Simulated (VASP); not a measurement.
# C in VASP: a series of runs, part 2 of 2

VASP 6.6.1. Earlier steps stand in the parts before.

## (5) Single point, LDA

The input, INCAR:

```
SYSTEM = C
PREC = Accurate ; ENCUT = 520
EDIFF = 1E-6 ; ISMEAR = 0
SIGMA = 0.1 ; LREAL = .FALSE.
LASPH = .TRUE. ; NELM = 100
ALGO = Normal ; ISIF = 2
LWAVE = .FALSE. ; LCHARG = .TRUE.
LELF = .TRUE. ; LVHAR = .TRUE.
NBANDS = 16
```

The input, KPOINTS:

```
regular mesh
0
G
  10 10 4
  0 0 0
```

The input, POSCAR:

```
C
1.0
    1.2159619696     -2.1479622876      0.0091232276
    1.2232502972      2.1521701653     -0.0413730204
   -0.0941886657     -0.0851463517      7.1476530721
C
4
Direct
    0.1034933285      0.9456230676      0.7488005552
    0.5908149738      0.4138432831      0.2394105085
    0.9242568809      0.0859987362      0.2421136921
    0.4285181549      0.5893271320      0.7486182121
```

Potentials or basis: VASP PAW LDA potentials, release 64 (C).

Run with:

```sh
> cat potpaw_LDA.64/C/POTCAR > POTCAR
> mpirun -np 1 vasp_std > vasp.out
```

OUTCAR:

```text
SYSTEM = C
   PREC = Accurate
   ENCUT = 520
   EDIFF = 1E-6
   ISMEAR = 0
   LREAL = .FALSE.
   LASPH = .TRUE.
   NELM = 100
   ISIF = 2

 ion  position               nearest neighbor table
   1  0.103  0.946  0.749-   4 1.37   4 1.43   4 1.47
   2  0.591  0.414  0.239-   3 1.41   3 1.42   3 1.43
   3  0.924  0.086  0.242-   2 1.41   2 1.42   2 1.43
   4  0.429  0.589  0.749-   1 1.37   1 1.43   1 1.47

  LATTYP: Found a triclinic cell.
 ALAT       =     2.4758613525
 B/A-ratio  =     0.9852850112
 C/A-ratio  =     2.8873913788
 COS(alpha) =     0.0264129970
 COS(beta)  =     0.0335709734
 COS(gamma) =     0.4957470287

  Lattice vectors:

 A1 = (   1.2232502972,   2.1521701653,  -0.0413730204)
 A2 = (   2.4392122668,   0.0042078777,  -0.0322497928)
 A3 = (   0.0941886657,   0.0851463517,  -7.1476530721)

Analysis of symmetry for initial positions (statically):
=====================================================================
 Subroutine PRICEL returns:
 Original cell was already a primitive cell.

 Routine SETGRP: Setting up the symmetry group for a
 triclinic supercell.

 Subroutine GETGRP returns: Found  1 space group operations
 (whereof  1 operations were pure point group operations)
 out of a pool of  2 trial point group operations.

The static configuration has the point symmetry C_1 .

Analysis of symmetry for dynamics (positions and initial velocities):
=====================================================================
 Subroutine PRICEL returns:
 Original cell was already a primitive cell.

 Routine SETGRP: Setting up the symmetry group for a
 triclinic supercell.

 Subroutine GETGRP returns: Found  1 space group operations
 (whereof  1 operations were pure point group operations)
 out of a pool of  2 trial point group operations.

The dynamic configuration has the point symmetry C_1 .

 Subroutine INISYM returns: Found  1 space group operations
 (whereof  1 operations are pure point group operations),
 and found     1 'primitive' translations

----------------------------------------------------------------------------------------

                                     Primitive cell

  volume of cell :      37.4738

  direct lattice vectors                    reciprocal lattice vectors
     1.215961970 -2.147962288  0.009123228     0.410405512 -0.233215692  0.002629966
     1.223250297  2.152170165 -0.041373020     0.409676189  0.231952455  0.008161666
    -0.094188666 -0.085146352  7.147653072     0.001847504  0.001640294  0.139949948

  length of vectors
     2.468276470  2.475861353  7.148780724     0.472047837  0.470853622  0.139971754

  position of ions in fractional coordinates (direct lattice)
     0.103493329  0.945623068  0.748800555
     0.590814974  0.413843283  0.239410509
     0.924256881  0.085998736  0.242113692
     0.428518155  0.589327132  0.748618212

  ion indices of the primitive-cell ions
   primitive index   ion index
                 1           1
                 2           2
                 3           3
                 4           4

----------------------------------------------------------------------------------------

 KPOINTS: regular mesh

Automatic generation of k-mesh.
 Grid dimensions read from file:
 generate k-points for:   10   10    4

 Generating k-lattice:

  Cartesian coordinates                     Fractional coordinates (reciprocal lattice)
     0.041040551 -0.023321569  0.000262997     0.100000000  0.000000000  0.000000000
     0.040967619  0.023195245  0.000816167     0.000000000  0.100000000 -0.000000000
     0.000461876  0.000410074  0.034987487     0.000000000  0.000000000  0.250000000

  Length of vectors
     0.047204784  0.047085362  0.034992938

  Shift w.r.t. Gamma in fractional coordinates (k-lattice)
     0.000000000  0.000000000  0.000000000

 Subroutine IBZKPT returns following result:
 ===========================================

 Found    204 irreducible k-points:

 Following reciprocal coordinates:
            Coordinates               Weight
  0.000000  0.000000  0.000000      1.000000
  0.100000  0.000000 -0.000000      2.000000
  0.200000  0.000000 -0.000000      2.000000
  0.300000  0.000000  0.000000      2.000000
  0.400000  0.000000 -0.000000      2.000000
  0.500000  0.000000 -0.000000      1.000000
[... 16 lines left out ...]
 -0.400000  0.200000 -0.000000      2.000000
 -0.300000  0.200000  0.000000      2.000000
 [... further k-points ...]
   k-points           NKPTS =    204   k-points in BZ     NKDIM =    204   number of bands    NBANDS=     16
   number of dos      NEDOS =    301   number of ions     NIONS =      4
   total plane-waves  NPLWV =  17496
   dimension x,y,z NGX =    18 NGY =   18 NGZ =   54
   dimension x,y,z NGXF=    36 NGYF=   36 NGZF=  108
   ions per type =               4
   NGX,Y,Z   is equivalent  to a cutoff of  12.12, 12.09, 12.56 a.u.
   NGXF,Y,Z  is equivalent  to a cutoff of  24.25, 24.17, 25.12 a.u.
 SYSTEM =  C
   PREC   = accura    normal or accurate (medium, high low for compatibility)
   ISTART =      0    job   : 0-new  1-cont  2-samecut
   ICHARG =      2    charge: 1-file 2-atom 10-const
   ISPIN  =      1    spin polarized calculation?
   LNONCOLLINEAR =      F non collinear calculations
   LSORBIT =      F    spin-orbit coupling
   LASPH  =      T    aspherical Exc in radial PAW
   ENCUT  =  520.0 eV  38.22 Ry    6.18 a.u.   4.59  4.60 13.29*2*pi/ulx,y,z
   NELM   =    100;   NELMIN=  2; NELMDL= -5     # of ELM steps
   EDIFF  = 0.1E-05   stopping-criterion for ELM
   LREAL  =      F    real-space projection
   EDIFFG = 0.1E-04   stopping-criterion for IOM
   NSW    =      0    number of steps for IOM
   IBRION =     -1    ionic relax: 0-MD 1-quasi-New 2-CG
   NFREE  =      0    steps in history (QN), initial steepest desc. (CG)
   ISIF   =      2    stress and relaxation
   ISYM   =      2    0-nonsym 1-usesym 2-fastsym
   POTIM  = 0.5000    time-step for ionic-motion
   TEBEG  =    0.0;   TEEND  =   0.0 temperature during run
   PSTRESS=    0.0 pullay stress
   NELECT =      16.0000    total number of electrons
   NUPDOWN=      -1.0000    fix difference up-down
   EMIN   =  10.00;   EMAX   =-10.00  energy-range for DOS
   EFERMI =   0.00;   METHOD = LEGACY
   ISMEAR =     0;   SIGMA  =   0.10  broadening in eV -4-tet -1-fermi 0-gaus
   EFERMI_NEDOS =   21; number of points for ismear=-14 and -15
   IALGO  =     38    algorithm
   IMIX   =      4    mixing-type and parameters
     AMIX     =   0.40;   BMIX     =  1.00
     AMIX_MAG =   1.60;   BMIX_MAG =  1.00
  volume/ion in A,a.u.               =       9.37        63.22
  Fermi-wavevector in a.u.,A,eV,Ry     =   1.232742  2.329545 20.676147  1.519654
  Thomas-Fermi vector in A             =   2.367500
   LORBIT       =      0    0 simple, 1 ext, 2 COOP (PROOUT), +10 PAW based schemes
   GGA     = CA    functional components
   LHFCALC =     F    Hartree Fock is set to
   AEXX    =    0.0000 exact exchange contribution
   IVDW    =     0    specifies the selected vdW correction
   LEPSILON=     F    determine dielectric tensor
   LRPA    =     F    only Hartree local field effects (RPA)
 non-spin polarized calculation
 Gauss-broadening in eV      SIGMA  =   0.10
  energy-cutoff  :      520.00
  volume of cell :       37.47
 maximum number of plane-waves:      1027
   NGX =  9   NGY =  9   NGZ = 27

 number of electron      15.9999999 magnetization

 Free energy of the ion-electron system (eV)
  ---------------------------------------------------
  ext. energy  EPLUGINS =         0.00000000
  ---------------------------------------------------
  free energy    TOTEN  =       -40.33527722 eV

  energy without entropy =      -40.33527722  energy(sigma->0) =      -40.33527722

 E-fermi :   3.8954     XC(G=0): -10.3517

 val. band max:        3.4893102771   @ k =   0.3000   0.3000  -0.0000
 cond. band min:       4.4812287259   @ k =   0.3000   0.3000  -0.0000
 fundamental gap:      0.9919184488
 Fermi energy:         3.8953981295

 k-point     1 :       0.0000    0.0000    0.0000
  band No.  band energies     occupation
      1     -15.3856      2.00000
      2     -15.1886      2.00000
      3      -4.3461      2.00000
      4      -2.8502      2.00000
      5       0.3245      2.00000
      6       0.8017      2.00000
[... 8 lines left out ...]
     15      15.4205      0.00000
     16      15.5031      0.00000
[... 419 lines left out ...]
 k-point    24 :      -0.3000    0.2000    0.0000
  band No.  band energies     occupation
      1     -13.7578      2.00000
      2     -13.5817      2.00000
      3      -3.5127      2.00000
      4      -3.1573      2.00000
      5      -2.3906      2.00000
      6      -1.8235      2.00000
[... 8 lines left out ...]
     15      16.0719      0.00000
     16      17.0822      0.00000

 [... further k-points ...]
[... 5 lines left out ...]
  --------------------------------------------------------------------------------------
  -------------------------------------------------------------------------------------
  Total        0.7525331     -3.3315999     -0.2420769      0.0781690      0.0166063      0.0017001
  in kB       32.1742745   -142.4413234    -10.3499068      3.3420867      0.7099979      0.0726859
  external PRESSURE =     -40.2056519 kB  Pullay stress =       0.0000000 kB

 VOLUME and BASIS-vectors are now :
 -----------------------------------------------------------------------------
  energy-cutoff  :      520.00
  volume of cell :       37.47
      direct lattice vectors                 reciprocal lattice vectors
     1.215961970 -2.147962288  0.009123228     0.410405512 -0.233215692  0.002629966
     1.223250297  2.152170165 -0.041373020     0.409676189  0.231952455  0.008161666
    -0.094188666 -0.085146352  7.147653072     0.001847504  0.001640294  0.139949948

 POSITION                                       TOTAL-FORCE (eV/Angst)
 -----------------------------------------------------------------------------------
      1.21205      1.74908      5.31399        -2.218383     -1.909741      0.023925
      1.20209     -0.39877      1.69949         0.400801      0.385478      0.335401
      1.20625     -1.82080      1.73542        -0.397238     -0.386685     -0.323495
      1.17145      0.28415      5.33039         2.214819      1.910947     -0.035831
 -----------------------------------------------------------------------------------
    total drift:                                0.000252     -0.000178     -0.000049

  FREE ENERGIE OF THE ION-ELECTRON SYSTEM (eV)
  ---------------------------------------------------
  free  energy   TOTEN  =       -40.3352772218 eV

  energy  without entropy=      -40.3352772218  energy(sigma->0) =      -40.33527722
```

OSZICAR:

```text
N       E                     dE             d eps       ncg     rms          rms(c)
DAV:   1     0.319947669729E+02    0.31995E+02   -0.78475E+03  6536   0.915E+02
DAV:   2    -0.402499317549E+02   -0.72245E+02   -0.66031E+02  9112   0.190E+02
DAV:   3    -0.431197211759E+02   -0.28698E+01   -0.28549E+01  8456   0.361E+01
DAV:   4    -0.431471233932E+02   -0.27402E-01   -0.27385E-01  8440   0.427E+00
DAV:   5    -0.431475991600E+02   -0.47577E-03   -0.47572E-03  8296   0.532E-01    0.925E+00
DAV:   6    -0.410030590390E+02    0.21445E+01   -0.15305E+00  7912   0.768E+00    0.526E+00
DAV:   7    -0.403346411683E+02    0.66842E+00   -0.17426E+00  8200   0.835E+00    0.143E+00
DAV:   8    -0.403377796224E+02   -0.31385E-02   -0.92976E-02  7888   0.182E+00    0.348E-01
DAV:   9    -0.403353573887E+02    0.24222E-02   -0.34531E-03  8400   0.395E-01    0.121E-01
DAV:  10    -0.403352777675E+02    0.79621E-04   -0.52842E-04  8376   0.150E-01    0.565E-02
DAV:  11    -0.403352771645E+02    0.60296E-06   -0.16343E-05  8184   0.254E-02    0.119E-02
DAV:  12    -0.403352772218E+02   -0.57273E-07   -0.29694E-07  5904   0.410E-03
   1 F= -.40335277E+02 E0= -.40335277E+02  d E =-.197469E-10
```

Run time: 2.9 min. Hardware: 1 thread of Intel Xeon 8259CL, shared host; peak memory 0.19 GiB.

What came out:

| Item | Value |
| --- | --- |
| Free energy | -40.3353 eV |
| Pressure | -4.0 GPa |
| Largest force | 2.927 eV/Å |
| Band gap on the k mesh | 0.99 eV |

Forces in eV/Å, atoms in the order of the input:
```
C   -2.218 -1.910  0.024
C    0.401  0.385  0.335
C   -0.397 -0.387 -0.323
C    2.215  1.911 -0.036
```

Caveat: forces of over 1 eV/Å act on the atoms, so gaps and moduli don't describe the material at rest. A k mesh can miss the band edges.

## (6) Single point, LDA

The input, INCAR:

```
SYSTEM = C
PREC = Accurate
ENCUT = 520
EDIFF = 1E-6
ISMEAR = -1
SIGMA = 0.5
LREAL = .FALSE.
LASPH = .TRUE.
NELM = 100
ALGO = Normal
ISIF = 2
LWAVE = .FALSE.
LCHARG = .TRUE.
LELF = .TRUE.
LVHAR = .TRUE.
NBANDS = 16
```

The input, KPOINTS:

```
regular mesh
0
G
  18 18 6
  0 0 0
```

The input, POSCAR:

```
C
1.0
    1.2280479700     -2.1270618200      0.0000000000
    1.2280479700      2.1270618200      0.0000000000
    0.0000000000      0.0000000000      7.1732677600
C
4
Direct
    0.0833794600      0.9166205400      0.7531376000
    0.5833794600      0.4166205400      0.2468624000
    0.9166205400      0.0833794600      0.2468624000
    0.4166205400      0.5833794600      0.7531376000
```

Potentials or basis: VASP PAW LDA potentials, release 64 (C).

Run with:

```sh
> cat potpaw_LDA.64/C/POTCAR > POTCAR
> mpirun -np 1 vasp_std > vasp.out
```

Wall time 5.1 min (1 thread of Intel Xeon 8259CL, shared host); peak memory 0.25 GiB.

It converged, with:

```
Free energy   : -40.4940 eV
Pressure      : -2.8 GPa
Largest force : 0.012 eV/Å
```

Forces in eV/Å, atoms in the order of the input:
```
C    0.000  0.012 -0.003
C    0.000  0.012  0.003
C    0.000 -0.012  0.003
C    0.000 -0.012 -0.003
```

Stress tensor (GPa, compression positive):
```
-3.41  0.00  0.00
 0.00 -3.56  0.00
 0.00  0.00 -1.32
```

Levels at points of the mesh, in eV from the Fermi level:
```tsv
k point	band 4	band 5	band 6	band 7	band 8	band 9	band 10	band 11	band 12	band 13
(0.00, 0.00, 0.00)	-6.88	-2.96	-2.95	-2.95	-2.94	3.40	8.38	8.42	8.44	8.44
(0.50, 0.00, 0.00)	-13.13	-6.36	-6.36	-2.37	-2.37	1.80	1.80	7.64	7.64	10.71
(0.50, 0.50, 0.00)	-13.09	-6.37	-6.34	-2.79	-1.78	1.11	2.32	7.52	7.78	10.65
(0.00, 0.00, 0.50)	-7.63	-2.96	-2.96	-2.95	-2.94	5.47	5.68	8.41	8.42	8.43
(0.50, 0.00, 0.50)	-13.14	-6.36	-6.36	-2.32	-2.32	1.66	1.66	7.64	7.64	11.87
(0.50, 0.50, 0.50)	-13.14	-6.36	-6.35	-2.36	-2.28	1.62	1.70	7.63	7.66	11.86
```

## (7) The runs side by side

```tsv
cell	k mesh	smearing	gap on the mesh (eV)	pressure (GPa)	largest force (eV/Å)
a = 2.468, b = 2.476, c = 7.149 Å, angles 91.9, 89.6, 120.9°, 4 atoms	4 × 4 × 2	gaussian 0.1 eV	2.96	-4.5	3.13
a = 2.468, b = 2.476, c = 7.149 Å, angles 91.9, 89.6, 120.9°, 4 atoms	6 × 6 × 2	gaussian 0.1 eV	0.10	-3.8	2.56
a = 2.468, b = 2.476, c = 7.149 Å, angles 91.9, 89.6, 120.9°, 4 atoms	8 × 8 × 2	gaussian 0.1 eV	1.11	-4.0	3.01
a = 2.468, b = 2.476, c = 7.149 Å, angles 91.9, 89.6, 120.9°, 4 atoms	10 × 10 × 4	gaussian 0.1 eV	0.99	-4.0	2.93
a = 2.456, b = 2.456, c = 7.173 Å, angles 90.0, 90.0, 120.0°, 4 atoms	18 × 18 × 6	fermi-dirac 0.5 eV	-	-2.8	0.01
```

Alike in all rows: task single point; level LDA; potentials or basis VASP PAW LDA potentials, release 64 (C); no spin polarisation; cutoff (eV) 520.

Caveats: some runs use coarse meshes; forces of over 1 eV/Å act on the atoms, so gaps and moduli don't describe the material at rest (some runs).

Total energies depend on the potentials used, so only differences within one code and one set of settings carry meaning.
